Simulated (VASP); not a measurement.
Runs of VASP 6.6.1 on AlSe. The structure is that of space group P6/mmm (No. 191), or close to it. The cells are those of the table. 

| task | cell | k mesh | cutoff (eV) | gap on the mesh (eV) | pressure (GPa) | relaxed volume (Å³/atom) |
| --- | --- | --- | --- | --- | --- | --- |
| single point | a = 2.930, b = 2.930, c = 5.291 Å, angles 90.0, 90.0, 120.0°, 2 atoms | 24 × 24 × 12 | 520 | none | 0.0 | - |
| single point | a = 2.943, b = 2.943, c = 5.186 Å, angles 90.0, 90.0, 120.0°, 2 atoms | 6 × 6 × 4 | 520 | none | (a) | - |
| relaxation of cell and atoms | relaxed from a = 2.943, b = 2.943, c = 5.186 Å, angles 90.0, 90.0, 120.0°, 2 atoms | 24 × 24 × 12 | 600 | none | 0.0 | 19.66 |
| relaxation of cell and atoms | relaxed from a = 3.120, b = 3.120, c = 5.851 Å, angles 90.0, 90.0, 120.0°, 2 atoms | 6 × 6 × 4 | 600 | none | 0.0 | 19.47 |
| single point | a = 3.120, b = 3.120, c = 5.851 Å, angles 90.0, 90.0, 120.0°, 2 atoms | 6 × 6 × 4 | 520 | none | -8.9 | - |

Alike in all rows: level PBE; potentials or basis VASP PAW PBE potentials, release 64 (Al, Se); no spin polarisation; smearing gaussian 0.1 eV.

Q: Estimate the missing entries.

A: (a) 0.1.

Caveats: some runs use coarse meshes; the volume moved by over 15 % at a fixed basis, so the end points are rough (some runs).

A k mesh can miss the band edges, and the runs leave out spin-orbit coupling on Se.

A gap of «none» marks levels without a gap at the run's occupations.
